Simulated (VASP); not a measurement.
# Al2O3 (R-3c) in VASP: notebook

Al2O3 is run at these levels: PBE; tasks: single point, relaxation of cell and atoms.

Everything below comes from runs of VASP 6.6.1. Logs are shortened: lines on timing, memory, paths and dates and some standing lists are left out, and cuts for length are marked.

**Measured values to compare with.**

“Multi-petahertz electron interference in Cr:Al2O3 solid-state material”, 2018, pmc:5906618 quotes, for a bulk crystal of Al2O3: band gap 8.7 eV (optical).

The results are compared with them further down.

### 1 The cell of the first run

The structure is trigonal, space group R-3c (No. 167). Conventional cell: a = 4.809 Å, b = 4.809 Å, c = 13.124 Å, α = 90.00°, β = 90.00°, γ = 120.00°. Al (site symmetry 3) has 6 O at 1.87 to 1.99 Å within 2.5 Å. O (site symmetry 2) has 4 Al at 1.87 to 1.99 Å and 12 O at 2.55 to 2.90 Å within 2.9 Å.

### 2 Single point, PBE

File INCAR:

```
SYSTEM = Al2O3
PREC = Accurate
ENCUT = 520
EDIFF = 1E-6
ISMEAR = 0
SIGMA = 0.01
LREAL = .False.
LASPH = .True.
NELM = 60
ALGO = Normal
ISIF = 2
LWAVE = .False.
LCHARG = .False.
GGA = PE
NBANDS = 35
```

File KPOINTS:

```
Automatic mesh
0
Gamma
  6 6 6
  0 0 0
```

File POSCAR:

```
Al2O3
1.0
    2.4044410060      1.3882046620      4.3746680506
   -2.4044410060      1.3882046620      4.3746680506
    0.0000000000     -2.7764093241      4.3746680506
Al O
4 6
Direct
    0.3521453372      0.3521453372      0.3521453372
    0.1478546628      0.1478546628      0.1478546628
    0.6478546628      0.6478546628      0.6478546628
    0.8521453372      0.8521453372      0.8521453372
    0.5561721818      0.9438278182      0.2500000000
    0.2500000000      0.5561721818      0.9438278182
    0.9438278182      0.2500000000      0.5561721818
    0.4438278182      0.0561721818      0.7500000000
    0.7500000000      0.4438278182      0.0561721818
    0.0561721818      0.7500000000      0.4438278182
```

Potentials or basis: VASP PAW PBE potentials, release 64 (Al, O).

The run is started by

```
cat potpaw_PBE.64/Al/POTCAR potpaw_PBE.64/O/POTCAR > POTCAR
mpirun -np 1 vasp_std > vasp.out
```

OUTCAR:

```text
SYSTEM = Al2O3
   PREC = Accurate
   ENCUT = 520
   EDIFF = 1E-6
   ISMEAR = 0
   LREAL = .False.
   LASPH = .True.
   NELM = 60
   ISIF = 2
   GGA = PE

 ion  position               nearest neighbor table
   1  0.352  0.352  0.352-   9 1.87   8 1.87  10 1.87   7 1.99   6 1.99   5 1.99   2 2.68   3 2.82
                             3 2.82   3 2.82   2 3.25   2 3.25   2 3.25
   2  0.148  0.148  0.148-  10 1.87   8 1.87   9 1.87   6 1.99   7 1.99   5 1.99   1 2.68   4 2.82
                             4 2.82   4 2.82   1 3.25   1 3.25   1 3.25
   3  0.648  0.648  0.648-   6 1.87   5 1.87   7 1.87  10 1.99   9 1.99   8 1.99   4 2.68   1 2.82
                             1 2.82   1 2.82   4 3.25   4 3.25   4 3.25
   4  0.852  0.852  0.852-   7 1.87   5 1.87   6 1.87   9 1.99  10 1.99   8 1.99   3 2.68   2 2.82
                             2 2.82   2 2.82   3 3.25   3 3.25   3 3.25
   5  0.556  0.944  0.250-   3 1.87   4 1.87   1 1.99   2 1.99
   6  0.250  0.556  0.944-   3 1.87   4 1.87   2 1.99   1 1.99
   7  0.944  0.250  0.556-   4 1.87   3 1.87   1 1.99   2 1.99
   8  0.444  0.056  0.750-   1 1.87   2 1.87   3 1.99   4 1.99
   9  0.750  0.444  0.056-   1 1.87   2 1.87   4 1.99   3 1.99
  10  0.056  0.750  0.444-   2 1.87   1 1.87   3 1.99   4 1.99

  LATTYP: Found a trigonal (rhomboedric) cell.
 ALAT       =     5.1813289114
 COS(alpha) =     0.5692989574

  Lattice vectors:

 A1 = (   2.4044410060,   1.3882046620,   4.3746680506)
 A2 = (  -2.4044410060,   1.3882046620,   4.3746680506)
 A3 = (   0.0000000000,  -2.7764093241,   4.3746680506)

Analysis of symmetry for initial positions (statically):
=====================================================================
 Subroutine PRICEL returns:
 Original cell was already a primitive cell.

 Routine SETGRP: Setting up the symmetry group for a
 trigonal (rhombohedral) supercell.

 Subroutine GETGRP returns: Found 12 space group operations
 (whereof  6 operations were pure point group operations)
 out of a pool of 12 trial point group operations.

The static configuration has the point symmetry S_6 .
 The point group associated with its full space group is D_3d.

Analysis of symmetry for dynamics (positions and initial velocities):
=====================================================================
 Subroutine PRICEL returns:
 Original cell was already a primitive cell.

 Routine SETGRP: Setting up the symmetry group for a
 trigonal (rhombohedral) supercell.

 Subroutine GETGRP returns: Found 12 space group operations
 (whereof  6 operations were pure point group operations)
 out of a pool of 12 trial point group operations.

The dynamic configuration has the point symmetry S_6 .
 The point group associated with its full space group is D_3d.

 Subroutine INISYM returns: Found 12 space group operations
 (whereof  6 operations are pure point group operations),
 and found     1 'primitive' translations

----------------------------------------------------------------------------------------

                                     Primitive cell

  volume of cell :      87.6121

  direct lattice vectors                    reciprocal lattice vectors
     2.404441006  1.388204662  4.374668051     0.207948541  0.120059146  0.076196258
    -2.404441006  1.388204662  4.374668051    -0.207948541  0.120059146  0.076196258
     0.000000000 -2.776409324  4.374668051     0.000000000 -0.240118293  0.076196258

  length of vectors
     5.181328911  5.181328911  5.181328911     0.251917971  0.251917971  0.251917971

  position of ions in fractional coordinates (direct lattice)
     0.352145337  0.352145337  0.352145337
     0.147854663  0.147854663  0.147854663
     0.647854663  0.647854663  0.647854663
     0.852145337  0.852145337  0.852145337
     0.556172182  0.943827818  0.250000000
     0.250000000  0.556172182  0.943827818
     0.943827818  0.250000000  0.556172182
     0.443827818  0.056172182  0.750000000
     0.750000000  0.443827818  0.056172182
     0.056172182  0.750000000  0.443827818

  ion indices of the primitive-cell ions
   primitive index   ion index
                 1           1
                 2           2
                 3           3
                 4           4
                 5           5
                 6           6
                 7           7
                 8           8
                 9           9
                10          10

----------------------------------------------------------------------------------------

 KPOINTS: Automatic mesh

Automatic generation of k-mesh.
 Grid dimensions read from file:
 generate k-points for:    6    6    6

 Generating k-lattice:

  Cartesian coordinates                     Fractional coordinates (reciprocal lattice)
     0.034658090  0.020009858  0.012699376     0.166666667  0.000000000  0.000000000
    -0.034658090  0.020009858  0.012699376     0.000000000  0.166666667  0.000000000
     0.000000000 -0.040019715  0.012699376     0.000000000  0.000000000  0.166666667

  Length of vectors
     0.041986329  0.041986329  0.041986329

  Shift w.r.t. Gamma in fractional coordinates (k-lattice)
     0.000000000  0.000000000  0.000000000

 Subroutine IBZKPT returns following result:
 ===========================================

 Found     32 irreducible k-points:

 Following reciprocal coordinates:
            Coordinates               Weight
  0.000000  0.000000  0.000000      1.000000
  0.166667 -0.000000  0.000000      6.000000
  0.333333  0.000000  0.000000      6.000000
  0.500000 -0.000000 -0.000000      3.000000
  0.166667  0.166667  0.000000      6.000000
  0.333333  0.166667  0.000000     12.000000
[... 16 lines left out ...]
  0.500000  0.500000  0.166667      6.000000
 -0.333333  0.500000  0.166667     12.000000
 [... further k-points ...]
   k-points           NKPTS =     32   k-points in BZ     NKDIM =     32   number of bands    NBANDS=     35
   number of dos      NEDOS =    301   number of ions     NIONS =     10
   total plane-waves  NPLWV =  64000
   dimension x,y,z NGX =    40 NGY =   40 NGZ =   40
   dimension x,y,z NGXF=    80 NGYF=   80 NGZF=   80
   ions per type =               4   6
   NGX,Y,Z   is equivalent  to a cutoff of  12.83, 12.83, 12.83 a.u.
   NGXF,Y,Z  is equivalent  to a cutoff of  25.67, 25.67, 25.67 a.u.
 SYSTEM =  Al2O3
   PREC   = accura    normal or accurate (medium, high low for compatibility)
   ISTART =      0    job   : 0-new  1-cont  2-samecut
   ICHARG =      2    charge: 1-file 2-atom 10-const
   ISPIN  =      1    spin polarized calculation?
   LNONCOLLINEAR =      F non collinear calculations
   LSORBIT =      F    spin-orbit coupling
   LASPH  =      T    aspherical Exc in radial PAW
   ENCUT  =  520.0 eV  38.22 Ry    6.18 a.u.   9.63  9.63  9.63*2*pi/ulx,y,z
   NELM   =     60;   NELMIN=  2; NELMDL= -5     # of ELM steps
   EDIFF  = 0.1E-05   stopping-criterion for ELM
   LREAL  =      F    real-space projection
   EDIFFG = 0.1E-04   stopping-criterion for IOM
   NSW    =      0    number of steps for IOM
   IBRION =     -1    ionic relax: 0-MD 1-quasi-New 2-CG
   NFREE  =      0    steps in history (QN), initial steepest desc. (CG)
   ISIF   =      2    stress and relaxation
   ISYM   =      2    0-nonsym 1-usesym 2-fastsym
   POTIM  = 0.5000    time-step for ionic-motion
   TEBEG  =    0.0;   TEEND  =   0.0 temperature during run
   PSTRESS=    0.0 pullay stress
   NELECT =      48.0000    total number of electrons
   NUPDOWN=      -1.0000    fix difference up-down
   EMIN   =  10.00;   EMAX   =-10.00  energy-range for DOS
   EFERMI =   0.00;   METHOD = LEGACY
   ISMEAR =     0;   SIGMA  =   0.01  broadening in eV -4-tet -1-fermi 0-gaus
   EFERMI_NEDOS =   21; number of points for ismear=-14 and -15
   IALGO  =     38    algorithm
   IMIX   =      4    mixing-type and parameters
     AMIX     =   0.40;   BMIX     =  1.00
     AMIX_MAG =   1.60;   BMIX_MAG =  1.00
  volume/ion in A,a.u.               =       8.76        59.12
  Fermi-wavevector in a.u.,A,eV,Ry     =   1.339576  2.531431 24.415151  1.794463
  Thomas-Fermi vector in A             =   2.467957
   LORBIT       =      0    0 simple, 1 ext, 2 COOP (PROOUT), +10 PAW based schemes
   GGA     = PE    functional components
   LHFCALC =     F    Hartree Fock is set to
   AEXX    =    0.0000 exact exchange contribution
   IVDW    =     0    specifies the selected vdW correction
   LEPSILON=     F    determine dielectric tensor
   LRPA    =     F    only Hartree local field effects (RPA)
 non-spin polarized calculation
 Gauss-broadening in eV      SIGMA  =   0.01
  energy-cutoff  :      520.00
  volume of cell :       87.61
 maximum number of plane-waves:      2371
 NGX is ok and might be reduce to    40
   NGX = 19   NGY = 19   NGZ = 19

 number of electron      48.0000008 magnetization

 Free energy of the ion-electron system (eV)
  ---------------------------------------------------
  ext. energy  EPLUGINS =         0.00000000
  ---------------------------------------------------
  free energy    TOTEN  =       -74.81222541 eV

  energy without entropy =      -74.81222541  energy(sigma->0) =      -74.81222541

 E-fermi :   5.9236     XC(G=0): -11.5376

 val. band max:        5.7986716109   @ k =   0.0000   0.0000   0.0000
 cond. band min:      11.6444000186   @ k =   0.0000   0.0000   0.0000
 fundamental gap:      5.8457284077
 Fermi energy:         5.9235608454

 k-point     1 :       0.0000    0.0000    0.0000
  band No.  band energies     occupation
      1     -13.2139      2.00000
      2     -10.9937      2.00000
      3     -10.7309      2.00000
      4     -10.7309      2.00000
      5     -10.4244      2.00000
      6     -10.4244      2.00000
[... 27 lines left out ...]
     34      18.9389      0.00000
     35      20.1387      0.00000
[... 843 lines left out ...]
      5     -10.6036      2.00000
      6     -10.4063      2.00000
[... 27 lines left out ...]
     34      19.0005      0.00000
     35      19.1056      0.00000

 [... further k-points ...]

------------------------ aborting loop because EDIFF is reached ----------------------------------------

  FORCE on cell =-STRESS in cart. coord.  units (eV):
  Direction    XX          YY          ZZ          XY          YZ          ZX
  --------------------------------------------------------------------------------------
  -------------------------------------------------------------------------------------
  Total       -0.0846573     -0.0846573     -0.1018027     -0.0000000      0.0000000      0.0000000
  in kB       -1.5481434     -1.5481434     -1.8616843     -0.0000000      0.0000000      0.0000000
  external PRESSURE =      -1.6526570 kB  Pullay stress =       0.0000000 kB

 VOLUME and BASIS-vectors are now :
 -----------------------------------------------------------------------------
  energy-cutoff  :      520.00
  volume of cell :       87.61
      direct lattice vectors                 reciprocal lattice vectors
     2.404441006  1.388204662  4.374668051     0.207948541  0.120059146  0.076196258
    -2.404441006  1.388204662  4.374668051    -0.207948541  0.120059146  0.076196258
     0.000000000 -2.776409324  4.374668051     0.000000000 -0.240118293  0.076196258

 POSITION                                       TOTAL-FORCE (eV/Angst)
 -----------------------------------------------------------------------------------
      0.00000     -0.00000      4.62156        -0.000000     -0.000000      0.004309
      0.00000     -0.00000      1.94045        -0.000000      0.000000     -0.004309
      0.00000     -0.00000      8.50245        -0.000000      0.000000     -0.004309
      0.00000     -0.00000     11.18356        -0.000000     -0.000000      0.004309
     -0.93210      1.38820      7.65567        -0.000285      0.000000     -0.000000
     -0.73617     -1.50132      7.65567         0.000142     -0.000247     -0.000000
      1.66827      0.11312      7.65567         0.000142      0.000247     -0.000000
      0.93210     -1.38820      5.46834         0.000285      0.000000      0.000000
      0.73617      1.50132      5.46834        -0.000142      0.000247     -0.000000
     -1.66827     -0.11312      5.46834        -0.000142     -0.000247     -0.000000
 -----------------------------------------------------------------------------------
    total drift:                                0.000000     -0.000000      0.000000

  FREE ENERGIE OF THE ION-ELECTRON SYSTEM (eV)
  ---------------------------------------------------
  free  energy   TOTEN  =       -74.8122254076 eV

  energy  without entropy=      -74.8122254076  energy(sigma->0) =      -74.81222541
```

Wall time 49 s (1 thread of Intel Xeon 6975P-C (Granite Rapids), shared host); peak memory 0.26 GiB.

Results:

| Item | Value |
| --- | --- |
| Free energy | -74.8122 eV |
| Pressure | -0.2 GPa |
| Largest force | 0.004 eV/Å |
| Band gap on the k mesh | 5.85 eV |

Forces in eV/Å, atoms in the order of the input:
```
Al   0.000  0.000  0.004
Al   0.000  0.000 -0.004
Al   0.000  0.000 -0.004
Al   0.000  0.000  0.004
O    0.000  0.000  0.000
O    0.000  0.000  0.000
O    0.000  0.000  0.000
O    0.000  0.000  0.000
O    0.000  0.000  0.000
O    0.000  0.000  0.000
```

Levels at points of the mesh, in eV from the valence-band top:
| k point | band 20 | band 21 | band 22 | band 23 | band 24 | band 25 | band 26 | band 27 | band 28 | band 29 |
| --- | --- | --- | --- | --- | --- | --- | --- | --- | --- | --- |
| (0.00, 0.00, 0.00) | -0.46 | -0.46 | -0.03 | -0.03 | 0.00 | 5.85 | 8.90 | 10.36 | 11.27 | 11.27 |
| (0.50, 0.00, 0.00) | -1.28 | -0.86 | -0.86 | -0.25 | -0.25 | 9.13 | 9.13 | 9.35 | 9.35 | 11.60 |
| (0.50, 0.50, 0.00) | -1.25 | -0.97 | -0.87 | -0.70 | -0.23 | 9.35 | 9.49 | 9.61 | 10.13 | 10.90 |
| (0.50, 0.50, 0.50) | -1.92 | -0.35 | -0.35 | -0.35 | -0.35 | 8.35 | 8.35 | 10.84 | 10.84 | 12.08 |

### 3 Single point, PBE

File INCAR:

```
PREC = Accurate
ENCUT = 520
EDIFF = 1E-7
ISMEAR = 0
SIGMA = 0.01
LREAL = False
LASPH = True
NELM = 100
ALGO = Normal
ISIF = 2
LWAVE = False
LCHARG = False
GGA = PE
NBANDS = 35
```

File KPOINTS:

```
Automatic mesh
0
Gamma
  6 6 6
```

POSCAR is that of step 2.

Potentials or basis: VASP PAW PBE potentials, release 64 (Al, O).

The run is started by

```
cat potpaw_PBE.64/Al/POTCAR potpaw_PBE.64/O/POTCAR > POTCAR
mpirun -np 1 vasp_std > vasp.out
```

Wall time 58 s (1 thread of Intel Xeon 6975P-C (Granite Rapids), shared host); peak memory 0.26 GiB.

It converged, with:

- Free energy: -74.8122 eV
- Pressure: -0.2 GPa
- Largest force: 0.004 eV/Å
- Band gap on the k mesh: 5.85 eV

Forces on the atoms (eV/Å):
```
Al   0.000  0.000  0.004
Al   0.000  0.000 -0.004
Al   0.000  0.000 -0.004
Al   0.000  0.000  0.004
O    0.000  0.000  0.000
O    0.000  0.000  0.000
O    0.000  0.000  0.000
O    0.000  0.000  0.000
O    0.000  0.000  0.000
O    0.000  0.000  0.000
```

Levels at points of the mesh, in eV from the valence-band top:
```
           k point  band 21  band 22  band 23  band 24  band 25  band 26  band 27  band 28
(0.00, 0.00, 0.00)    -0.46    -0.03    -0.03     0.00     5.85     8.90    10.36    11.27
(0.50, 0.00, 0.00)    -0.86    -0.86    -0.25    -0.25     9.13     9.13     9.35     9.35
(0.50, 0.50, 0.00)    -0.97    -0.87    -0.70    -0.23     9.35     9.49     9.61    10.13
(0.50, 0.50, 0.50)    -0.35    -0.35    -0.35    -0.35     8.35     8.35    10.84    10.84
```

(Part 1 of 2 ends here.)
